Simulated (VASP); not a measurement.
Input of a VASP 6.6.1 run:

File INCAR:

```
SYSTEM = ZrN
PREC     = Accurate       ! precision mode
ENCUT    = 600            ! plane-wave cutoff, eV
EDIFF    = 1E-6           ! SCF threshold, eV
ISMEAR   = -1             ! smearing method
SIGMA    = 0.15           ! smearing width, eV
LREAL    = .False.        ! projectors in reciprocal space
LASPH    = .True.         ! aspherical terms in the spheres
NELM     = 120            ! most SCF steps
ALGO     = Normal         ! electronic algorithm
ISIF     = 2              ! what is computed and relaxed
LWAVE    = .False.        ! write WAVECAR
LCHARG   = .False.        ! write CHGCAR
GGA      = PS             ! functional
NBANDS   = 16             ! bands
GGA_COMPAT= .False.
```

Contents of KPOINTS:

```
regular mesh
0
Gamma
  16 16 16
  0 0 0
```

The input POSCAR:

```
ZrN
1.0
    0.0000000000      2.2656091895      2.2656091895
    2.2656091895      0.0000000000      2.2656091895
    2.2656091895      2.2656091895      0.0000000000
Zr N
1 1
Direct
    0.0000000000      0.0000000000      0.0000000000
    0.5000000000      0.5000000000      0.5000000000
```

Potentials or basis: VASP PAW PBE potentials, release 64 (Zr_sv, N).

Launch:

```bash
$ cat potpaw_PBE.64/Zr_sv/POTCAR potpaw_PBE.64/N/POTCAR > POTCAR
$ mpirun -np 1 vasp_std > vasp.out
```

Question: Estimate the pressure.

Answer: 4.3 GPa.

Question: Estimate the band gap on the k mesh.

Answer: Zero (an odd number of electrons rules out a gap without spin polarisation).

Caveat: the cell stands under pressure; the PAW data sets were made with another functional, which shifts forces and pressure a little.
